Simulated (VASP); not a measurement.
# Ca2C (Fm-3m) in VASP: settings compared

The runs below take Ca2C through single point, with PBE-based screened hybrid with 10 % exact exchange, PBE-based screened hybrid with 35 % exact exchange, PBE-based screened hybrid with 15 % exact exchange.

Program: VASP 6.6.1. These are calculated values, not measurements. Logs are shortened: lines on timing, memory, paths and dates and some standing lists are left out, and cuts for length are marked.

### 1 The cell of the first run

It takes space group Fm-3m (No. 225, cubic). The conventional cell has a = 6.257 Å, b = 6.257 Å, c = 6.257 Å, α = 90.00°, β = 90.00°, γ = 90.00°. C (site symmetry m-3m) has 8 Ca at 2.71 Å within 3.6 Å. Within 3.6 Å of Ca (site symmetry -43m) lie 4 C at 2.71 Å and 6 Ca at 3.13 Å.

### 2 Single point, PBE-based screened hybrid with 10 % exact exchange

POSCAR reads:

```
Ca2C
1.0
    0.0000000000      3.1285803947      3.1285803947
    3.1285803947      0.0000000000      3.1285803947
    3.1285803947      3.1285803947      0.0000000000
C Ca
1 2
Direct
    0.0000000000      0.0000000000      0.0000000000
    0.2500000000      0.2500000000      0.2500000000
    0.7500000000      0.7500000000      0.7500000000
```

INCAR.step1 reads:

```
SYSTEM = Ca2C
  PREC = Accurate
  ENCUT = 520
  EDIFF = 1E-5
  ISMEAR = 0
  SIGMA = 0.01
  LREAL = .FALSE.
  LASPH = .TRUE.
  NELM = 120
  ALGO = Normal
  ISIF = 2
  LWAVE = .TRUE.
  LCHARG = .FALSE.
  GGA = PE
  NBANDS = 19
  GGA_COMPAT = .FALSE.
```

INCAR.step2 reads:

```
SYSTEM = Ca2C
  PREC = Accurate
  ENCUT = 520
  EDIFF = 1E-6
  ISMEAR = 0
  SIGMA = 0.01
  LREAL = .FALSE.
  LASPH = .TRUE.
  NELM = 120
  ALGO = Normal
  ISIF = 2
  LWAVE = .FALSE.
  LCHARG = .FALSE.
  GGA = PE
  LHFCALC = .TRUE.
  AEXX = 0.1
  HFSCREEN = 0.1
  PRECFOCK = Normal
  ISTART = 1
  NBANDS = 19
  GGA_COMPAT = .FALSE.
```

KPOINTS reads:

```
regular mesh
0
G
  4 4 4
  0 0 0
```

Potentials or basis: VASP PAW PBE potentials, release 64 (C, Ca_sv).

Run with:

```console
> cat potpaw_PBE.64/C/POTCAR potpaw_PBE.64/Ca_sv/POTCAR > POTCAR
> cp INCAR.step1 INCAR
> mpirun -np 1 vasp_std > vasp.out
> cp INCAR.step2 INCAR
> mpirun -np 1 vasp_std > vasp.out
```

OUTCAR:

```text
SYSTEM = Ca2C
   PREC = Accurate
   ENCUT = 520
   EDIFF = 1E-6
   ISMEAR = 0
   LREAL = .FALSE.
   LASPH = .TRUE.
   NELM = 120
   ISIF = 2
   GGA = PE
   LHFCALC = .TRUE.
   AEXX = 0.1
   HFSCREEN = 0.1
   PRECFOCK = Normal
   ISTART = 1

 ion  position               nearest neighbor table
   1  0.000  0.000  0.000-
   2  0.250  0.250  0.250-   3 3.13   3 3.13   3 3.13   3 3.13   3 3.13   3 3.13
   3  0.750  0.750  0.750-   2 3.13   2 3.13   2 3.13   2 3.13   2 3.13   2 3.13

  LATTYP: Found a face centered cubic cell.
 ALAT       =     6.2571607894

  Lattice vectors:

 A1 = (   0.0000000000,   3.1285803947,   3.1285803947)
 A2 = (   3.1285803947,   0.0000000000,   3.1285803947)
 A3 = (   3.1285803947,   3.1285803947,   0.0000000000)

Analysis of symmetry for initial positions (statically):
=====================================================================
 Subroutine PRICEL returns:
 Original cell was already a primitive cell.

 Routine SETGRP: Setting up the symmetry group for a
 face centered cubic supercell.

 Subroutine GETGRP returns: Found 48 space group operations
 (whereof 48 operations were pure point group operations)
 out of a pool of 48 trial point group operations.

The static configuration has the point symmetry O_h .

Analysis of symmetry for dynamics (positions and initial velocities):
=====================================================================
 Subroutine PRICEL returns:
 Original cell was already a primitive cell.

 Routine SETGRP: Setting up the symmetry group for a
 face centered cubic supercell.

 Subroutine GETGRP returns: Found 48 space group operations
 (whereof 48 operations were pure point group operations)
 out of a pool of 48 trial point group operations.

The dynamic configuration has the point symmetry O_h .

 Subroutine INISYM returns: Found 48 space group operations
 (whereof 48 operations are pure point group operations),
 and found     1 'primitive' translations

----------------------------------------------------------------------------------------

                                     Primitive cell

  volume of cell :      61.2452

  direct lattice vectors                    reciprocal lattice vectors
     0.000000000  3.128580395  3.128580395    -0.159816894  0.159816894  0.159816894
     3.128580395  0.000000000  3.128580395     0.159816894 -0.159816894  0.159816894
     3.128580395  3.128580395  0.000000000     0.159816894  0.159816894 -0.159816894
[... 76 lines left out ...]
   ISYM   =      3    0-nonsym 1-usesym 2-fastsym
   POTIM  = 0.5000    time-step for ionic-motion
   TEBEG  =    0.0;   TEEND  =   0.0 temperature during run
   PSTRESS=    0.0 pullay stress
   NELECT =      24.0000    total number of electrons
   NUPDOWN=      -1.0000    fix difference up-down
   EMIN   =  10.00;   EMAX   =-10.00  energy-range for DOS
   EFERMI =   0.00;   METHOD = LEGACY
   ISMEAR =     0;   SIGMA  =   0.01  broadening in eV -4-tet -1-fermi 0-gaus
   EFERMI_NEDOS =   21; number of points for ismear=-14 and -15
   IALGO  =     38    algorithm
   IMIX   =      1    mixing-type and parameters
     AMIX     =   0.40;   BMIX     =  1.00
     AMIX_MAG =   1.60;   BMIX_MAG =  1.00
  volume/ion in A,a.u.               =      20.42       137.77
  Fermi-wavevector in a.u.,A,eV,Ry     =   1.197994  2.263880 19.526936  1.435189
  Thomas-Fermi vector in A             =   2.333894
   LORBIT       =      0    0 simple, 1 ext, 2 COOP (PROOUT), +10 PAW based schemes
   GGA     = PE    functional components
   LHFCALC =     T    Hartree Fock is set to
   PRECFOCK=normal    Normal, Fast or Accurate (Low or Medium for compatibility)
   ENCUT4O =  -1.0   cutoff for four orbital integrals eV
   NKREDX  =     1    reduce k-point grid by
   NKREDY  =     1    reduce k-point grid by
   NKREDZ  =     1    reduce k-point grid by
   AEXX    =    0.1000 exact exchange contribution
   HFSCREEN=    0.1000 screening length (either q_TF or 0.3 A-1)
   HFSCREENC=   0.1000 screening length for correlation (either q_TF or 0.3 A-1)
   ENCUTFOCK=  -1.0 apply spherical cutoff to Coloumb kernel
   IVDW    =     0    specifies the selected vdW correction
   LEPSILON=     F    determine dielectric tensor
   LRPA    =     F    only Hartree local field effects (RPA)
 non-spin polarized calculation
 Gauss-broadening in eV      SIGMA  =   0.01
  energy-cutoff  :      520.00
  volume of cell :       61.25
 maximum number of plane-waves:      1676
 NGX is ok and might be reduce to    36
  NGX = 28; NGY = 28; NGZ = 28

 number of electron      24.0000003 magnetization

 Free energy of the ion-electron system (eV)
  ---------------------------------------------------
  ext. energy  EPLUGINS =         0.00000000
  ---------------------------------------------------
  free energy    TOTEN  =       -12.56098712 eV

  energy without entropy =      -12.56098712  energy(sigma->0) =      -12.56098712

 E-fermi :   3.0937     XC(G=0):  -8.7677

 val. band max:        3.0396383485   @ k =   0.5000   0.5000   0.0000
 cond. band min:       3.5904153697   @ k =   0.5000   0.5000   0.0000
 fundamental gap:      0.5507770212
 Fermi energy:         3.0936954893

 k-point     1 :       0.0000    0.0000    0.0000
  band No.  band energies     occupation
      1     -38.5707      2.00000
      2     -38.3551      2.00000
      3     -19.1448      2.00000
      4     -19.1448      2.00000
      5     -19.1448      2.00000
      6     -18.7023      2.00000
[... 153 lines left out ...]
      6     -18.9514      2.00000
[... 11 lines left out ...]
     18       8.1365      0.00000
     19       9.5518      0.00000

------------------------ aborting loop because EDIFF is reached ----------------------------------------

  FORCE on cell =-STRESS in cart. coord.  units (eV):
  Direction    XX          YY          ZZ          XY          YZ          ZX
  --------------------------------------------------------------------------------------
  -------------------------------------------------------------------------------------
  Total        0.2773347      0.2773347      0.2773347     -0.0000000      0.0000000     -0.0000000
  in kB        7.2550906      7.2550906      7.2550906     -0.0000000      0.0000000     -0.0000000
  external PRESSURE =       7.2550906 kB  Pullay stress =       0.0000000 kB

 VOLUME and BASIS-vectors are now :
 -----------------------------------------------------------------------------
  energy-cutoff  :      520.00
  volume of cell :       61.25
      direct lattice vectors                 reciprocal lattice vectors
     0.000000000  3.128580395  3.128580395    -0.159816894  0.159816894  0.159816894
     3.128580395  0.000000000  3.128580395     0.159816894 -0.159816894  0.159816894
     3.128580395  3.128580395  0.000000000     0.159816894  0.159816894 -0.159816894

 POSITION                                       TOTAL-FORCE (eV/Angst)
 -----------------------------------------------------------------------------------
      0.00000      0.00000      0.00000        -0.000000     -0.000000     -0.000000
      1.56429      1.56429      1.56429         0.000000      0.000000      0.000000
      4.69287      4.69287      4.69287        -0.000000     -0.000000     -0.000000
 -----------------------------------------------------------------------------------
    total drift:                                0.000000      0.000000      0.000000

  FREE ENERGIE OF THE ION-ELECTRON SYSTEM (eV)
  ---------------------------------------------------
  free  energy   TOTEN  =       -12.5609871227 eV

  energy  without entropy=      -12.5609871227  energy(sigma->0) =      -12.56098712
```

OUTCAR.step1:

```text
SYSTEM = Ca2C
   PREC = Accurate
   ENCUT = 520
   EDIFF = 1E-5
   ISMEAR = 0
   LREAL = .FALSE.
   LASPH = .TRUE.
   NELM = 120
[... 381 lines left out ...]
      0.00000      0.00000      0.00000        -0.000000     -0.000000     -0.000000
      1.56429      1.56429      1.56429         0.000000      0.000000     -0.000000
      4.69287      4.69287      4.69287         0.000000     -0.000000      0.000000
 -----------------------------------------------------------------------------------
    total drift:                                0.000000      0.000000      0.000000

  FREE ENERGIE OF THE ION-ELECTRON SYSTEM (eV)
  ---------------------------------------------------
  free  energy   TOTEN  =       -12.0569007926 eV

  energy  without entropy=      -12.0569007926  energy(sigma->0) =      -12.05690079
```

Run time: 23 min. Hardware: 1 thread of AMD EPYC 7R43 (Zen 3), shared host; peak memory 0.29 GiB.

What came out:

```yaml
Free_energy: -12.5610 eV
Pressure: 0.7 GPa
Band_gap_on_the_k_mesh: 0.55 eV
```

Caveat: the k points lie up to 0.43 Å⁻¹ apart; the structure was generated, so it needn't be the stable form of Ca2C; the PAW data sets were made with another functional, which shifts forces and pressure a little. A k mesh can miss the band edges.

### 3 Single point, PBE-based screened hybrid with 35 % exact exchange

POSCAR is that of step 2.

INCAR.step1 reads:

```
ALGO = Normal
EDIFF = 1E-5
ENCUT = 520
GGA = PE
GGA_COMPAT = F
ISIF = 2
ISMEAR = 0
LASPH = T
LCHARG = F
LREAL = F
LWAVE = T
NBANDS = 19
NELM = 120
PREC = Accurate
SIGMA = 0.01
```

INCAR.step2 reads:

```
AEXX = 0.35
ALGO = Normal
EDIFF = 1E-6
ENCUT = 520
GGA = PE
GGA_COMPAT = F
HFSCREEN = 0.5
ISIF = 2
ISMEAR = 0
ISTART = 1
LASPH = T
LCHARG = F
LHFCALC = T
LREAL = F
LWAVE = F
NBANDS = 19
NELM = 120
PREC = Accurate
PRECFOCK = Normal
SIGMA = 0.01
```

KPOINTS reads:

```
k-points
0
Gamma
  4 4 4
```

Potentials or basis: VASP PAW PBE potentials, release 64 (C, Ca_sv).

Run with:

```console
> cat potpaw_PBE.64/C/POTCAR potpaw_PBE.64/Ca_sv/POTCAR > POTCAR
> cp INCAR.step1 INCAR
> mpirun -np 1 vasp_std > vasp.out
> cp INCAR.step2 INCAR
> mpirun -np 1 vasp_std > vasp.out
```

It took 16 min on 1 thread of AMD EPYC 7R43 (Zen 3), shared host; peak memory 0.29 GiB.

The run converged. Its results:

```yaml
Free_energy: -12.7218 eV
Pressure: 0.7 GPa
Band_gap_on_the_k_mesh: 0.56 eV
```

Levels at points of the mesh, in eV from the valence-band top:
| k point | band 10 | band 11 | band 12 | band 13 | band 14 | band 15 |
| --- | --- | --- | --- | --- | --- | --- |
| (0.00, 0.00, 0.00) | -1.03 | -1.03 | -1.03 | 1.12 | 2.68 | 2.68 |
| (0.50, 0.00, 0.00) | -2.07 | -0.38 | -0.38 | 3.36 | 3.74 | 3.74 |
| (0.50, 0.50, 0.00) | -2.12 | 0.00 | 0.00 | 0.56 | 3.25 | 3.67 |

Caveat: the k points lie up to 0.43 Å⁻¹ apart; the structure was generated, so it needn't be the stable form of Ca2C; the PAW data sets were made with another functional, which shifts forces and pressure a little. A k mesh can miss the band edges.

### 4 Single point, PBE-based screened hybrid with 15 % exact exchange

POSCAR is that of step 3.

INCAR.step1 reads:

```
SYSTEM = Ca2C
ALGO = Normal ; EDIFF = 1E-5
ENCUT = 520 ; GGA = PE
GGA_COMPAT = .False. ; ISIF = 2
ISMEAR = 0 ; LASPH = .True.
LCHARG = .False. ; LREAL = .False.
LWAVE = .True. ; NBANDS = 19
NELM = 120 ; PREC = Accurate
SIGMA = 0.01
```

INCAR.step2 reads:

```
SYSTEM = Ca2C
AEXX = 0.15 ; ALGO = Normal
EDIFF = 1E-6 ; ENCUT = 520
GGA = PE ; GGA_COMPAT = .False.
HFSCREEN = 0.1 ; ISIF = 2
ISMEAR = 0 ; ISTART = 1
LASPH = .True. ; LCHARG = .False.
LHFCALC = .True. ; LREAL = .False.
LWAVE = .False. ; NBANDS = 19
NELM = 120 ; PREC = Accurate
PRECFOCK = Normal ; SIGMA = 0.01
```

KPOINTS reads:

```
k-points
0
Gamma
  4 4 4
  0 0 0
```

Potentials or basis: VASP PAW PBE potentials, release 64 (C, Ca_sv).

Run with:

```console
> cat potpaw_PBE.64/C/POTCAR potpaw_PBE.64/Ca_sv/POTCAR > POTCAR
> cp INCAR.step1 INCAR
> mpirun -np 1 vasp_std > vasp.out
> cp INCAR.step2 INCAR
> mpirun -np 1 vasp_std > vasp.out
```

OUTCAR:

```text
SYSTEM = Ca2C
   AEXX = 0.15
   EDIFF = 1E-6
   ENCUT = 520
   GGA = PE
   HFSCREEN = 0.1
   ISIF = 2
   ISMEAR = 0
   ISTART = 1
   LASPH = .True.
   LHFCALC = .True.
   LREAL = .False.
   NELM = 120
   PREC = Accurate
   PRECFOCK = Normal

 ion  position               nearest neighbor table
   1  0.000  0.000  0.000-
   2  0.250  0.250  0.250-   3 3.13   3 3.13   3 3.13   3 3.13   3 3.13   3 3.13
[... 362 lines left out ...]
------------------------ aborting loop because EDIFF is reached ----------------------------------------

  FORCE on cell =-STRESS in cart. coord.  units (eV):
  Direction    XX          YY          ZZ          XY          YZ          ZX
  --------------------------------------------------------------------------------------
  -------------------------------------------------------------------------------------
  Total        0.2431053      0.2431053      0.2431053      0.0000000      0.0000000      0.0000000
  in kB        6.3596466      6.3596466      6.3596466      0.0000000      0.0000000      0.0000000
  external PRESSURE =       6.3596466 kB  Pullay stress =       0.0000000 kB

 VOLUME and BASIS-vectors are now :
 -----------------------------------------------------------------------------
  energy-cutoff  :      520.00
  volume of cell :       61.25
      direct lattice vectors                 reciprocal lattice vectors
     0.000000000  3.128580395  3.128580395    -0.159816894  0.159816894  0.159816894
     3.128580395  0.000000000  3.128580395     0.159816894 -0.159816894  0.159816894
     3.128580395  3.128580395  0.000000000     0.159816894  0.159816894 -0.159816894

 POSITION                                       TOTAL-FORCE (eV/Angst)
 -----------------------------------------------------------------------------------
      0.00000      0.00000      0.00000         0.000000     -0.000000      0.000000
      1.56429      1.56429      1.56429         0.000000      0.000000      0.000000
      4.69287      4.69287      4.69287        -0.000000     -0.000000     -0.000000
 -----------------------------------------------------------------------------------
    total drift:                               -0.000003     -0.000003     -0.000003

  FREE ENERGIE OF THE ION-ELECTRON SYSTEM (eV)
  ---------------------------------------------------
  free  energy   TOTEN  =       -12.8268586642 eV

  energy  without entropy=      -12.8268586642  energy(sigma->0) =      -12.82685866
```

Run time: 19 min. Hardware: 1 thread of AMD EPYC 7R43 (Zen 3), shared host; peak memory 0.29 GiB.

Results:

```
Free energy            : -12.8269 eV
Pressure               : 0.6 GPa
Band gap on the k mesh : 0.74 eV
```

Caveat: the k points lie up to 0.43 Å⁻¹ apart; the structure was generated, so it needn't be the stable form of Ca2C; the PAW data sets were made with another functional, which shifts forces and pressure a little.

### 5 Overview

```tsv
level	share of exact exchange	screening parameter	gap on the mesh (eV)	pressure (GPa)
PBE-based screened hybrid with 10 % exact exchange	0.1	0.1 1/Å	0.55	0.7
PBE-based screened hybrid with 35 % exact exchange	0.35	0.5 1/Å	0.56	0.7
PBE-based screened hybrid with 15 % exact exchange	0.15	0.1 1/Å	0.74	0.6
```

Alike in all rows: task single point; potentials or basis VASP PAW PBE potentials, release 64 (C, Ca_sv); no spin polarisation; cell as given; k mesh 4 × 4 × 4; cutoff (eV) 520; smearing gaussian 0.01 eV.

Caveats: all runs use coarse meshes; the structure was generated, so it needn't be the stable form of Ca2C; the PAW data sets were made with another functional, which shifts forces and pressure a little.

Total energies depend on the potentials used, so only differences within one code and one set of settings carry meaning.
